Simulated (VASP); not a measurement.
# Zr (I4/mmm) in VASP: further runs

Runs on Zr. Level: LDA. Tasks: single point.

All numbers are computed with VASP 6.6.1; they aren't measurements. Logs are shortened: lines on timing, memory, paths and dates and some standing lists are left out, and cuts for length are marked.

**1. The cell of the first run**

Symmetry: I4/mmm, No. 139, tetragonal system. The conventional cell has a = 3.189 Å, b = 3.189 Å, c = 5.017 Å, α = 90.00°, β = 90.00°, γ = 90.00°. Zr (site symmetry 4/mmm) has 12 Zr at 3.19 to 3.37 Å within 4.2 Å.

**2. Single point, LDA (strain +0.1125 x Voigt [0, 1, 0, 0, 0, 0])**

File INCAR:

```
SYSTEM = Zr
PREC = Accurate
ENCUT = 520
EDIFF = 1E-6
ISMEAR = 0
SIGMA = 0.15
LREAL = .FALSE.
LASPH = .TRUE.
NELM = 80
ALGO = Fast
ISIF = 2
LWAVE = .FALSE.
LCHARG = .FALSE.
GGA = CA
NBANDS = 12
```

File KPOINTS:

```
regular mesh
0
G
  18 18 18
  0 0 0
```

File POSCAR:

```
Zr
1.0
    0.0000000000      2.5086875000      2.2550000000
    2.2550000000      0.0000000000      2.2550000000
    2.2550000000      2.5086875000      0.0000000000
Zr
1
Direct
    0.0000000000      0.0000000000      0.0000000000
```

Potentials or basis: VASP PAW LDA potentials, release 64 (Zr_sv).

Command:

```bash
> cat potpaw_LDA.64/Zr_sv/POTCAR > POTCAR
> mpirun -np 1 vasp_std > vasp.out
```

OUTCAR:

```text
SYSTEM = Zr
   PREC = Accurate
   ENCUT = 520
   EDIFF = 1E-6
   ISMEAR = 0
   LREAL = .FALSE.
   LASPH = .TRUE.
   NELM = 80
   ISIF = 2
   GGA = CA

 ion  position               nearest neighbor table
   1  0.000  0.000  0.000-

  LATTYP: Found a body centered tetragonal cell.
 ALAT       =     3.1890515832
 C/A-ratio  =     1.5733125881

  Lattice vectors:

 A1 = (   0.0000000000,  -2.5086875000,   2.2550000000)
 A2 = (   0.0000000000,  -2.5086875000,  -2.2550000000)
 A3 = (   2.2550000000,   2.5086875000,   0.0000000000)

Analysis of symmetry for initial positions (statically):
=====================================================================
 Subroutine PRICEL returns:
 Original cell was already a primitive cell.

 Routine SETGRP: Setting up the symmetry group for a
 body centered tetragonal supercell.

 Subroutine GETGRP returns: Found 16 space group operations
 (whereof 16 operations were pure point group operations)
 out of a pool of 16 trial point group operations.

The static configuration has the point symmetry D_4h.

Analysis of symmetry for dynamics (positions and initial velocities):
=====================================================================
 Subroutine PRICEL returns:
 Original cell was already a primitive cell.

 Routine SETGRP: Setting up the symmetry group for a
 body centered tetragonal supercell.

 Subroutine GETGRP returns: Found 16 space group operations
 (whereof 16 operations were pure point group operations)
 out of a pool of 16 trial point group operations.

The dynamic configuration has the point symmetry D_4h.

 Subroutine INISYM returns: Found 16 space group operations
 (whereof 16 operations are pure point group operations),
 and found     1 'primitive' translations

----------------------------------------------------------------------------------------

                                     Primitive cell

  volume of cell :      25.5135

  direct lattice vectors                    reciprocal lattice vectors
     0.000000000  2.508687500  2.255000000    -0.221729490  0.199307407  0.221729490
     2.255000000  0.000000000  2.255000000     0.221729490 -0.199307407  0.221729490
     2.255000000  2.508687500  0.000000000     0.221729490  0.199307407 -0.221729490

  length of vectors
     3.373208854  3.189051583  3.373208854     0.371552656  0.371552656  0.371552656

  position of ions in fractional coordinates (direct lattice)
     0.000000000  0.000000000  0.000000000

  ion indices of the primitive-cell ions
   primitive index   ion index
                 1           1

[... 78 lines left out ...]
   ISYM   =      2    0-nonsym 1-usesym 2-fastsym
   POTIM  = 0.5000    time-step for ionic-motion
   TEBEG  =    0.0;   TEEND  =   0.0 temperature during run
   PSTRESS=    0.0 pullay stress
   NELECT =      12.0000    total number of electrons
   NUPDOWN=      -1.0000    fix difference up-down
   EMIN   =  10.00;   EMAX   =-10.00  energy-range for DOS
   EFERMI =   0.00;   METHOD = LEGACY
   ISMEAR =     0;   SIGMA  =   0.15  broadening in eV -4-tet -1-fermi 0-gaus
   EFERMI_NEDOS =   21; number of points for ismear=-14 and -15
   IALGO  =     68    algorithm
   IMIX   =      4    mixing-type and parameters
     AMIX     =   0.40;   BMIX     =  1.00
     AMIX_MAG =   1.60;   BMIX_MAG =  1.00
  volume/ion in A,a.u.               =      25.51       172.17
  Fermi-wavevector in a.u.,A,eV,Ry     =   1.273147  2.405900 22.053743  1.620904
  Thomas-Fermi vector in A             =   2.405987
   LORBIT       =      0    0 simple, 1 ext, 2 COOP (PROOUT), +10 PAW based schemes
   GGA     = CA    functional components
   LHFCALC =     F    Hartree Fock is set to
   AEXX    =    0.0000 exact exchange contribution
   IVDW    =     0    specifies the selected vdW correction
   LEPSILON=     F    determine dielectric tensor
   LRPA    =     F    only Hartree local field effects (RPA)
 non-spin polarized calculation
 RMM-DIIS sequential band-by-band and
 Gauss-broadening in eV      SIGMA  =   0.15
  energy-cutoff  :      520.00
  volume of cell :       25.51
 maximum number of plane-waves:       702
 NGX is ok and might be reduce to    28
   NGX = 13   NGY = 11   NGZ = 13

 number of electron      12.0000000 magnetization

 Free energy of the ion-electron system (eV)
  ---------------------------------------------------
  ext. energy  EPLUGINS =         0.00000000
  ---------------------------------------------------
  free energy    TOTEN  =        -9.08141784 eV

  energy without entropy =       -9.05836547  energy(sigma->0) =       -9.06989165

 E-fermi :   7.6549     XC(G=0): -10.8841

 val. band max:        7.6539818496   @ k =   0.2222  -0.2222   0.1111
 cond. band min:       7.6556959740   @ k =   0.3333   0.0556  -0.0000
 fundamental gap:      0.0017141244
 Fermi energy:         7.6548728804

 k-point     1 :       0.0000    0.0000    0.0000
  band No.  band energies     occupation
      1     -40.9209      2.00000
      2     -18.7021      2.00000
      3     -18.6680      2.00000
      4     -18.6680      2.00000
      5       2.3562      2.00000
      6       7.9535      0.00487
      7       9.0224      0.00000
      8       9.0224      0.00000
      9       9.9183      0.00000
     10      11.3839      0.00000
     11      18.2144      0.00000
     12      20.4584      0.00000
[... 331 lines left out ...]
 k-point    24 :      -0.2222    0.0556    0.0000
  band No.  band energies     occupation
      1     -40.8730      2.00000
      2     -19.0247      2.00000
      3     -18.7648      2.00000
      4     -18.7061      2.00000
      5       3.8620      2.00000
      6       7.7082      0.61508
      7       8.4733      0.00000
      8       9.3937      0.00000
      9      10.2434      0.00000
     10      11.1866      0.00000
     11      18.7475      0.00000
     12      20.5495      0.00000

 [... further k-points ...]
[... 5 lines left out ...]
  --------------------------------------------------------------------------------------
  -------------------------------------------------------------------------------------
  Total       -1.9018936     -2.3561472     -1.9018936      0.0000000     -0.0000000      0.0000000
  in kB     -119.4337715   -147.9596699   -119.4337715      0.0000000     -0.0000000      0.0000000
  external PRESSURE =    -128.9424043 kB  Pullay stress =       0.0000000 kB

 VOLUME and BASIS-vectors are now :
 -----------------------------------------------------------------------------
  energy-cutoff  :      520.00
  volume of cell :       25.51
      direct lattice vectors                 reciprocal lattice vectors
     0.000000000  2.508687500  2.255000000    -0.221729490  0.199307407  0.221729490
     2.255000000  0.000000000  2.255000000     0.221729490 -0.199307407  0.221729490
     2.255000000  2.508687500  0.000000000     0.221729490  0.199307407 -0.221729490

 POSITION                                       TOTAL-FORCE (eV/Angst)
 -----------------------------------------------------------------------------------
      0.00000      0.00000      0.00000         0.000000      0.000000     -0.000000
 -----------------------------------------------------------------------------------
    total drift:                               -0.000000     -0.000000     -0.000000

  FREE ENERGIE OF THE ION-ELECTRON SYSTEM (eV)
  ---------------------------------------------------
  free  energy   TOTEN  =        -9.0814178432 eV

  energy  without entropy=       -9.0583654653  energy(sigma->0) =       -9.06989165
```

OSZICAR:

```text
N       E                     dE             d eps       ncg     rms          rms(c)
DAV:   1     0.848620606932E+02    0.84862E+02   -0.67608E+03 11536   0.983E+02
DAV:   2    -0.643198849285E+01   -0.91294E+02   -0.88752E+02 13368   0.266E+02
[... 11 lines left out ...]
RMM:  14    -0.908142172190E+01   -0.53675E-05   -0.34012E-05 16837   0.516E-02    0.559E-02
RMM:  15    -0.908142054483E+01    0.11771E-05   -0.24430E-05 16160   0.548E-02    0.267E-02
RMM:  16    -0.908141444752E+01    0.60973E-05   -0.22181E-05 15885   0.544E-02    0.272E-02
RMM:  17    -0.908141471863E+01   -0.27111E-06   -0.11581E-05 15471   0.348E-02    0.410E-02
RMM:  18    -0.908141724444E+01   -0.25258E-05   -0.26160E-06 10212   0.128E-02    0.288E-02
RMM:  19    -0.908141784323E+01   -0.59879E-06   -0.27535E-06 10604   0.199E-02
   1 F= -.90814178E+01 E0= -.90698917E+01  d E =-.230524E-01
```

Wall time 2.8 min (1 thread of Intel Xeon Platinum 8488C (Sapphire Rapids), shared host); peak memory 0.25 GiB.

What came out:

- Free energy: -9.0814 eV
- Pressure: -12.9 GPa
- Band gap on the k mesh: zero (band 6 reaches 8.33 eV, above the bottom of band 7 at 7.13 eV)

Stress tensor (GPa, compression positive):
```
-11.94   0.00   0.00
  0.00 -14.80   0.00
  0.00   0.00 -11.94
```

Caveat: the cell differs from its parent crystal (strain +0.1125 x Voigt [0, 1, 0, 0, 0, 0]).

**3. Single point, LDA (strain +0.1312 x Voigt [0, 1, 0, 0, 0, 0])**

File INCAR:

```
SYSTEM = Zr
PREC = Accurate
ENCUT = 520
EDIFF = 1E-7
ISMEAR = 0
SIGMA = 0.15
LREAL = .FALSE.
LASPH = .TRUE.
NELM = 60
ALGO = Fast
ISIF = 2
LWAVE = .FALSE.
LCHARG = .TRUE.
GGA = CA
LELF = .TRUE.
LVHAR = .TRUE.
NBANDS = 12
```

KPOINTS is that of step 2.

File POSCAR:

```
Zr
1.0
    0.0000000000      2.5508560000      2.2550000000
    2.2550000000      0.0000000000      2.2550000000
    2.2550000000      2.5508560000      0.0000000000
Zr
1
Direct
    0.0000000000      0.0000000000      0.0000000000
```

Potentials or basis: VASP PAW LDA potentials, release 64 (Zr_sv).

Command:

```bash
> cat potpaw_LDA.64/Zr_sv/POTCAR > POTCAR
> mpirun -np 1 vasp_std > vasp.out
```

Wall time 3.3 min (1 thread of Intel Xeon Platinum 8488C (Sapphire Rapids), shared host); peak memory 0.25 GiB.

Results (log left out):

* Free energy: -9.0405 eV
* Pressure: -13.8 GPa
* Band gap on the k mesh: zero (band 6 reaches 8.07 eV, above the bottom of band 7 at 6.90 eV)

Stress tensor (GPa, compression positive):
```
-12.75   0.00   0.00
  0.00 -15.91   0.00
  0.00   0.00 -12.75
```

Levels at points of the mesh, in eV from the Fermi level:
| k point | band 2 | band 3 | band 4 | band 5 | band 6 | band 7 | band 8 | band 9 | band 10 | band 11 |
| --- | --- | --- | --- | --- | --- | --- | --- | --- | --- | --- |
| (0.00, 0.00, 0.00) | -26.40 | -26.36 | -26.36 | -5.25 | 0.21 | 1.44 | 1.44 | 2.10 | 3.77 | 10.58 |
| (0.50, 0.00, 0.00) | -27.08 | -26.53 | -26.40 | -2.62 | 0.24 | 0.94 | 1.43 | 4.30 | 4.78 | 8.37 |
| (0.50, 0.50, 0.00) | -27.04 | -26.77 | -26.58 | -2.50 | -1.76 | 3.18 | 4.31 | 4.33 | 5.62 | 8.21 |
| (0.50, 0.00, 0.50) | -26.99 | -26.52 | -26.52 | -2.61 | -1.69 | 1.53 | 4.70 | 4.94 | 4.94 | 8.93 |

Caveat: the cell differs from its parent crystal (strain +0.1312 x Voigt [0, 1, 0, 0, 0, 0]).

[end of part 1 of 2]
